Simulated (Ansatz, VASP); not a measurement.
**BeZnTeO in VASP and in Ansatz**

```xyz
8
Lattice="4.4219 0.0000 0.0000 -2.2110 3.8295 0.0000 0.0000 0.0000 8.3445" Properties=species:S:1:pos:R:3 pbc="T T T"
Be    0.0000    0.0000    4.1723
Be    0.0000    0.0000    0.0000
Zn    0.0000    0.0000    6.2253
Zn    0.0000    0.0000    2.1192
Te    0.0000    2.5530    6.9699
Te    2.2110    1.2765    1.3746
O     0.0000    2.5530    2.2290
O     2.2110    1.2765    6.1156
```

Alike in both runs: task single point; functional PBE; k mesh 6 × 6 × 2; occupations gaussian, width 0.1 eV; no spin polarisation.

|  | VASP | Ansatz |
| --- | --- | --- |
| version | VASP 6.6.1 | Ansatz 0.2.0 |
| potentials or method | VASP PAW PBE potentials, release 64 (Be, Zn, Te, O), cutoff 520 eV | scalar-relativistic, plane waves, PAW |
| valence electrons in the cell | 52 | 72 |

|  | VASP | Ansatz | Ansatz less VASP |
| --- | --- | --- | --- |
| gap on the k mesh at the Fermi level (eV) | none | none | - |
| pressure (GPa) | 2.2 | 2.2 | -0.03 |
| traceless stress, the component that is largest in VASP (GPa) | 12.78 | 12.78 | -0.008 |
| rms of the force components (eV/Å) | 0.244 | 0.245 | +0.0003 |

Atom by atom the forces differ by 0.001 eV/Å (rms over components). A gap of «none» marks a metal or a gap that the smearing closes. VASP's potentials hold 52 valence electrons a cell and Ansatz's 72, so a difference there can come from the potentials and not from the codes.

The k mesh is coarse, so the values compare programs but aren't converged. Neither program's run includes spin-orbit coupling.
